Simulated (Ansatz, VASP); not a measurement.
AlRu: VASP beside Ansatz

```
CELL_PARAMETERS angstrom
-3.00408 3.00408 3.00408
3.00408 -3.00408 3.00408
3.00408 3.00408 -3.00408
ATOMIC_POSITIONS crystal
Al 0.92510 0.00000 0.92510
Al 0.50000 0.50000 0.00000
Al 0.50000 0.00000 0.50000
Al 0.00000 0.50000 0.50000
Ru 0.50000 0.50000 0.50000
Ru 0.00000 0.00000 0.50000
Ru 0.00000 0.50000 0.00000
Ru 0.50000 0.00000 0.00000
```

Alike in both runs: task single point; functional PBE; k mesh 14 × 14 × 14; occupations gaussian, width 0.15 eV; no spin polarisation.

```csv
,VASP,Ansatz
version,VASP 6.6.1,Ansatz 0.2.0
potentials or method,"VASP PAW PBE potentials, release 64 (Al, Ru_pv), cutoff 520 eV","scalar-relativistic, plane waves, PAW"
valence electrons in the cell,68,76
```

Ansatz gave:

```
gap on the k mesh at the Fermi level (eV)                     : none
pressure (GPa)                                                : 4.1
traceless stress, the component that is largest in VASP (GPa) : -0.53
rms of the force components (eV/Å)                            : 1.079
```

Question: Estimate VASP's values.

Answer: gap on the k mesh at the Fermi level (eV): none; pressure (GPa): 4.1; traceless stress, the component that is largest in VASP (GPa): -0.56; rms of the force components (eV/Å): 1.086.

Atom by atom the forces differ by 0.007 eV/Å (rms over components). A gap of «none» marks a metal or a gap that the smearing closes. VASP's potentials hold 68 valence electrons a cell and Ansatz's 76, so a difference there can come from the potentials and not from the codes.
